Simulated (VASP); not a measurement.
# Cd (P6_3/mmc) in VASP: notebook, part 2 of 2

VASP 6.6.1. The steps go on from the part before.

## Step 4: Electric field gradients, PBE (21.37 Å³/atom)

This run uses another cell than the first one, of 21.37 Å³/atom.

INCAR reads:

```
PREC = Accurate
ENCUT = 520
EDIFF = 1E-8
ISMEAR = -1
SIGMA = 0.05
LREAL = False
LASPH = True
NELM = 60
ALGO = Normal
ISIF = 2
LWAVE = False
LCHARG = False
GGA = PE
LEFG = True
NBANDS = 19
```

KPOINTS reads:

```
regular mesh
0
Gamma
  14 14 7
```

POSCAR reads:

```
Cd
1.0
    2.9689096494      0.0000000000      0.0000000000
   -1.4844548246      2.5711511778      0.0000000000
    0.0000000000      0.0000000000      5.5988617326
Cd
2
Direct
    0.3333333333      0.6666666667      0.2500000000
    0.6666666667      0.3333333333      0.7500000000
```

Potentials or basis: VASP PAW PBE potentials, release 64 (Cd).

Started as:

```console
$ cat potpaw_PBE.64/Cd/POTCAR > POTCAR
$ mpirun -np 1 vasp_std > vasp.out
```

OUTCAR:

```text
PREC = Accurate
   ENCUT = 520
   EDIFF = 1E-8
   ISMEAR = -1
   LREAL = False
   LASPH = True
   NELM = 60
   ISIF = 2
   GGA = PE

 ion  position               nearest neighbor table
   1  0.333  0.667  0.250-   2 3.28   2 3.28   2 3.28   2 3.28   2 3.28   2 3.28
   2  0.667  0.333  0.750-   1 3.28   1 3.28   1 3.28   1 3.28   1 3.28   1 3.28

  LATTYP: Found a hexagonal cell.
 ALAT       =     2.9689096494
 C/A-ratio  =     1.8858309594

  Lattice vectors:

 A1 = (   2.9689096494,   0.0000000000,   0.0000000000)
[... 743 lines left out ...]
  ---------------------------------------------------
  free  energy   TOTEN  =        -1.4505554792 eV

  energy  without entropy=       -1.4444315412  energy(sigma->0) =       -1.44749351

 Electric field gradients (V/A^2)
---------------------------------------------------------------------
 ion       V_xx      V_yy      V_zz      V_xy      V_xz      V_yz
---------------------------------------------------------------------
   1     -41.652   -41.650    83.302     0.001     0.000    -0.000
   2     -41.652   -41.650    83.302     0.001    -0.000     0.000
---------------------------------------------------------------------

 Electric field gradients after diagonalization (V/A^2)
 (convention: |V_zz| > |V_xx| > |V_yy|)
----------------------------------------------------------------------
 ion       V_xx      V_yy      V_zz     asymmetry (V_yy - V_xx)/ V_zz
----------------------------------------------------------------------
   1     -41.653   -41.650    83.302       0.000
   2     -41.653   -41.650    83.302       0.000
----------------------------------------------------------------------

           NMR quadrupolar parameters

 Cq : quadrupolar parameter    Cq=e*Q*V_zz/h
 eta: asymmetry parameters     (V_yy - V_xx)/ V_zz
 Q  : nuclear electric quadrupole moment in mb (millibarn)
----------------------------------------------------------------------
 ion       Cq(MHz)       eta       Q (mb)
----------------------------------------------------------------------
   1       0.201       0.000       1.000
   2       0.201       0.000       1.000
----------------------------------------------------------------------
```

It took 97 s on 1 thread of Intel Xeon 8259CL, shared host; peak memory 0.21 GiB.

Results:

* Free energy: -1.4506 eV
* Pressure: 4.0 GPa
* Band gap on the k mesh: zero (bands 12 and 13 overlap by 4.34 eV)
* Largest electric field gradient by atom: Cd +83.3 V/Å²

Stress tensor (GPa, compression positive):
```
4.64 0.00 0.00
0.00 4.64 0.00
0.00 0.00 2.70
```

Electric field gradients, principal values (V/Å²):
```
atom    least   middle  greatest (by size)
1 Cd  -41.650  -41.653              83.302
2 Cd  -41.650  -41.653              83.302
```

Caveat: the cell stands under pressure; without QUAD_EFG the Cq values of the log hold for a quadrupole moment of 1 mb, not for the nuclei.

## Step 5: Electric field gradients, PBE (22.02 Å³/atom)

This run uses another cell than the first one, of 22.02 Å³/atom.

INCAR reads:

```
SYSTEM = Cd
PREC = Accurate
ENCUT = 520
EDIFF = 1E-8
ISMEAR = -1
SIGMA = 0.05
LREAL = .FALSE.
LASPH = .TRUE.
NELM = 80
ALGO = Normal
ISIF = 2
LWAVE = .FALSE.
LCHARG = .FALSE.
GGA = PE
LEFG = .TRUE.
NBANDS = 19
```

KPOINTS reads:

```
regular mesh
0
G
  14 14 7
  0 0 0
```

POSCAR reads:

```
Cd
1.0
    2.9986007155      0.0000000000      0.0000000000
   -1.4993003577      2.5968643954      0.0000000000
    0.0000000000      0.0000000000      5.6548540644
Cd
2
Direct
    0.3333333333      0.6666666667      0.2500000000
    0.6666666667      0.3333333333      0.7500000000
```

Potentials or basis: VASP PAW PBE potentials, release 64 (Cd).

Started as:

```console
$ cat potpaw_PBE.64/Cd/POTCAR > POTCAR
$ mpirun -np 1 vasp_std > vasp.out
```

OUTCAR:

```text
SYSTEM = Cd
   PREC = Accurate
   ENCUT = 520
   EDIFF = 1E-8
   ISMEAR = -1
   LREAL = .FALSE.
   LASPH = .TRUE.
   NELM = 80
   ISIF = 2
   GGA = PE

 ion  position               nearest neighbor table
   1  0.333  0.667  0.250-   2 3.32   2 3.32   2 3.32   2 3.32   2 3.32   2 3.32
   2  0.667  0.333  0.750-   1 3.32   1 3.32   1 3.32   1 3.32   1 3.32   1 3.32

  LATTYP: Found a hexagonal cell.
 ALAT       =     2.9986007155
 C/A-ratio  =     1.8858309595

  Lattice vectors:

 A1 = (   2.9986007155,   0.0000000000,   0.0000000000)
 A2 = (  -1.4993003577,   2.5968643954,   0.0000000000)
 A3 = (   0.0000000000,   0.0000000000,   5.6548540644)

Analysis of symmetry for initial positions (statically):
=====================================================================
 Subroutine PRICEL returns:
 Original cell was already a primitive cell.

 Routine SETGRP: Setting up the symmetry group for a
 hexagonal supercell.
[... 719 lines left out ...]
  volume of cell :       44.03
      direct lattice vectors                 reciprocal lattice vectors
     2.998600715  0.000000000  0.000000000     0.333488882  0.192539896  0.000000000
    -1.499300358  2.596864395  0.000000000     0.000000000  0.385079792  0.000000000
     0.000000000  0.000000000  5.654854064     0.000000000  0.000000000  0.176839223

 POSITION                                       TOTAL-FORCE (eV/Angst)
 -----------------------------------------------------------------------------------
     -0.00000      1.73124      1.41371        -0.000000     -0.000000      0.000000
      1.49930      0.86562      4.24114         0.000000      0.000000      0.000000
 -----------------------------------------------------------------------------------
    total drift:                                0.000000     -0.000000      0.000000

  FREE ENERGIE OF THE ION-ELECTRON SYSTEM (eV)
  ---------------------------------------------------
  free  energy   TOTEN  =        -1.4751938106 eV

  energy  without entropy=       -1.4689110859  energy(sigma->0) =       -1.47205245

 Electric field gradients (V/A^2)
---------------------------------------------------------------------
 ion       V_xx      V_yy      V_zz      V_xy      V_xz      V_yz
---------------------------------------------------------------------
   1     -39.438   -39.437    78.875     0.001     0.000    -0.000
   2     -39.438   -39.437    78.875     0.001    -0.000     0.000
---------------------------------------------------------------------

 Electric field gradients after diagonalization (V/A^2)
 (convention: |V_zz| > |V_xx| > |V_yy|)
----------------------------------------------------------------------
 ion       V_xx      V_yy      V_zz     asymmetry (V_yy - V_xx)/ V_zz
----------------------------------------------------------------------
   1     -39.439   -39.437    78.875       0.000
   2     -39.439   -39.437    78.875       0.000
----------------------------------------------------------------------

           NMR quadrupolar parameters

 Cq : quadrupolar parameter    Cq=e*Q*V_zz/h
 eta: asymmetry parameters     (V_yy - V_xx)/ V_zz
 Q  : nuclear electric quadrupole moment in mb (millibarn)
----------------------------------------------------------------------
 ion       Cq(MHz)       eta       Q (mb)
----------------------------------------------------------------------
   1       0.191       0.000       1.000
   2       0.191       0.000       1.000
----------------------------------------------------------------------
```

It took 90 s on 1 thread of Intel Xeon 8259CL, shared host; peak memory 0.21 GiB.

What came out:

- Free energy: -1.4752 eV
- Pressure: 2.2 GPa
- Band gap on the k mesh: zero (bands 12 and 13 overlap by 4.25 eV)
- Largest electric field gradient by atom: Cd +78.9 V/Å²

Stress tensor (GPa, compression positive):
```
2.53 0.00 0.00
0.00 2.53 0.00
0.00 0.00 1.42
```

Electric field gradients, principal values (V/Å²):
| atom | least | middle | greatest (by size) |
| --- | --- | --- | --- |
| 1 Cd | -39.437 | -39.439 | 78.875 |
| 2 Cd | -39.437 | -39.439 | 78.875 |

Caveat: without QUAD_EFG the Cq values of the log hold for a quadrupole moment of 1 mb, not for the nuclei.

## Step 6: The runs side by side

```tsv
cell	gap on the mesh (eV)	pressure (GPa)
a = 2.939, b = 2.939, c = 5.542 Å, angles 90.0, 90.0, 120.0°, 2 atoms	none	6.3
a = 2.969, b = 2.969, c = 5.599 Å, angles 90.0, 90.0, 120.0°, 2 atoms	none	4.0
a = 2.999, b = 2.999, c = 5.655 Å, angles 90.0, 90.0, 120.0°, 2 atoms	none	2.2
```

Alike in all rows: task electric field gradients; level PBE; potentials or basis VASP PAW PBE potentials, release 64 (Cd); no spin polarisation; k mesh 14 × 14 × 7; cutoff (eV) 520; smearing fermi-dirac 0.05 eV.

Caveats: the cell stands under pressure (at least some runs).

Total energies depend on the potentials used, so only differences within one code and one set of settings carry meaning.
